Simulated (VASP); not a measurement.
Wanted: the native input for a VASP 6.6.1 run.

```yaml
Task: single point
Functional: PBE
Potentials_or_basis: VASP PAW PBE potentials, release 64 (Cd, Se)
Cutoff: 520 eV
k_mesh: 10 × 10 × 10
Occupations: gaussian, width 0.05 eV
Spin: no spin polarisation
Dipole_correction: no
Further_INCAR_settings: ALGO = Normal; EDIFF = 1e-07; NBANDS = 16
```

The structure of CdSe lies in POSCAR:

```
CdSe
1.0
    0.0000000000      2.9627810039      2.9627810039
    2.9627810039      0.0000000000      2.9627810039
    2.9627810039      2.9627810039      0.0000000000
Cd Se
1 1
Direct
    0.0000000000      0.0000000000      0.0000000000
    0.7500000000      0.7500000000      0.7500000000
```

This cell differs from its parent crystal: strained.

One way to write it, as run:

INCAR

```
ALGO     = Normal         # electronic algorithm
EDIFF    = 1E-7           # SCF threshold, eV
ENCUT    = 520            # plane-wave cutoff, eV
GGA      = PE             # functional
ISIF     = 2              # what is computed and relaxed
ISMEAR   = 0              # smearing method
LASPH    = True           # aspherical terms in the spheres
LCHARG   = False          # write CHGCAR
LREAL    = False          # projectors in reciprocal space
LWAVE    = False          # write WAVECAR
NBANDS   = 16             # bands
NELM     = 80             # most SCF steps
PREC     = Accurate       # precision mode
SIGMA    = 0.05           # smearing width, eV
```

KPOINTS

```
k-points
0
Gamma
  10 10 10
```

Potentials or basis: VASP PAW PBE potentials, release 64 (Cd, Se).

The run is started by

```sh
$ cat potpaw_PBE.64/Cd/POTCAR potpaw_PBE.64/Se/POTCAR > POTCAR
$ mpirun -np 1 vasp_std > vasp.out
```

Results of the run:

```
Pressure               : 8.6 GPa
Band gap on the k mesh : 0.77 eV
```

Caveat: the cell differs from its parent crystal (strained); the cell stands under pressure; semilocal functionals underestimate gaps, and a narrow one can read as zero.

Run time: 29 s on 1 thread of AMD EPYC 7R13 Processor (Zen 3) (shared host), peak memory 0.17 GiB.
